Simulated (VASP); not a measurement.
Wanted: the native input for a VASP 6.6.1 run.

* Task: single point
* Functional: PBE
* Dispersion: D4
* Potentials or basis: VASP PAW PBE potentials, release 64 (Ga_d, P)
* Cutoff: 520 eV
* k mesh: 8 × 8 × 8
* Occupations: fermi-dirac, width 0.05 eV
* Spin: no spin polarisation
* Dipole correction: no
* Further INCAR settings: ALGO = Normal; EDIFF = 1e-06; NBANDS = 16

The structure of GaP lies in POSCAR:

```
GaP
1.0
    0.0000000000      2.7069591804      2.7069591804
    2.7069591804      0.0000000000      2.7069591804
    2.7069591804      2.7069591804      0.0000000000
Ga P
1 1
Direct
    0.0000000000      0.0000000000      0.0000000000
    0.7500000000      0.7500000000      0.7500000000
```

One way to write it, as run:

INCAR

```
SYSTEM = GaP
ALGO = Normal ; EDIFF = 1E-6
ENCUT = 520 ; GGA = PE
ISIF = 2 ; ISMEAR = -1
IVDW = 13 ; LASPH = .TRUE.
LCHARG = .TRUE. ; LELF = .TRUE.
LREAL = .FALSE. ; LVHAR = .TRUE.
LWAVE = .FALSE. ; NBANDS = 16
NELM = 100 ; PREC = Accurate
SIGMA = 0.05
```

KPOINTS

```
k-points
0
G
  8 8 8
  0 0 0
```

Potentials or basis: VASP PAW PBE potentials, release 64 (Ga_d, P).

Launch:

```sh
$ cat potpaw_PBE.64/Ga_d/POTCAR potpaw_PBE.64/P/POTCAR > POTCAR
$ mpirun -np 1 vasp_std > vasp.out
```

It gave:

The pressure is 0.8 GPa. The band gap on the k mesh is 1.61 eV, indirect (least direct gap 1.99 eV) and the dispersion energy per atom is -0.422 eV.

Wall time 28 s on 1 thread of Intel Xeon 8259CL, with other jobs on the host, peak memory 0.16 GiB.
